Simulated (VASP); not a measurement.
Input of a VASP 6.6.1 run:

INCAR

```
PREC = Accurate ; ENCUT = 600
EDIFF = 1E-7 ; ISMEAR = 0
SIGMA = 0.1 ; LREAL = F
LASPH = T ; NELM = 100
ALGO = Fast ; ISIF = 3
LWAVE = F ; LCHARG = F
GGA = PE ; IBRION = 2
NSW = 100 ; EDIFFG = -0.01
```

The input KPOINTS:

```
Automatic mesh
0
Gamma
  12 12 12
```

File POSCAR:

```
RbLi
1.0
    4.5030810439      0.0000000000      0.0000000000
    0.0000000000      4.5030810439      0.0000000000
    0.0000000000      0.0000000000      5.1064063769
Rb Li
1 1
Direct
    0.5000000000      0.5000000000      0.5000000000
    0.0000000000      0.0000000000      0.0000000000
```

Potentials or basis: VASP PAW PBE potentials, release 64 (Rb_sv, Li_sv).

Command:

```sh
$ cat potpaw_PBE.64/Rb_sv/POTCAR potpaw_PBE.64/Li_sv/POTCAR > POTCAR
$ mpirun -np 1 vasp_std > vasp.out
```

(1) What does it give for the band gap on the k mesh?

(2) Predict the space group after relaxing (to 0.1 Å).

## Answers

(1) zero (bands 6 and 7 overlap by 1.46 eV).

(2) P4/mmm (No. 123).
